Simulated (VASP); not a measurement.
Here is a VASP 6.6.1 calculation.

INCAR

```
SYSTEM = Pd
PREC     = Accurate       ! precision mode
ENCUT    = 520            ! plane-wave cutoff, eV
EDIFF    = 1E-6           ! SCF threshold, eV
ISMEAR   = -1             ! smearing method
SIGMA    = 0.05           ! smearing width, eV
LREAL    = .FALSE.        ! projectors in reciprocal space
LASPH    = .TRUE.         ! aspherical terms in the spheres
NELM     = 100            ! most SCF steps
ALGO     = Fast           ! electronic algorithm
ISIF     = 2              ! what is computed and relaxed
LWAVE    = .FALSE.        ! write WAVECAR
LCHARG   = .TRUE.         ! write CHGCAR
GGA      = RE             ! functional
IVDW     = 13             ! dispersion correction
LELF     = .TRUE.         ! ELF
LVHAR    = .TRUE.       
NBANDS   = 11             ! bands
```

Contents of KPOINTS:

```
Automatic mesh
0
G
  12 12 12
  0 0 0
```

Contents of POSCAR:

```
Pd
1.0
   -1.5536798973      1.5536798973      1.5536798973
    1.5536798973     -1.5536798973      1.5536798973
    1.5536798973      1.5536798973     -1.5536798973
Pd
1
Direct
    0.0000000000      0.0000000000      0.0000000000
```

Potentials or basis: VASP PAW PBE potentials, release 64 (Pd).

The run is started by

```console
$ cat potpaw_PBE.64/Pd/POTCAR > POTCAR
$ mpirun -np 1 vasp_std > vasp.out
```

Task: Estimate the band gap on the k mesh.

Result: Zero (band 5 reaches 10.16 eV, above the bottom of band 6 at 8.52 eV).

Task: What does it give for the dispersion energy per atom?

Result: -0.811 eV.

Task: Predict the pressure.

Result: -0.2 GPa.

Caveat: the PAW data sets were made with another functional, which shifts forces and pressure a little; pairwise dispersion overbinds metals, which lowers pressure and volume.
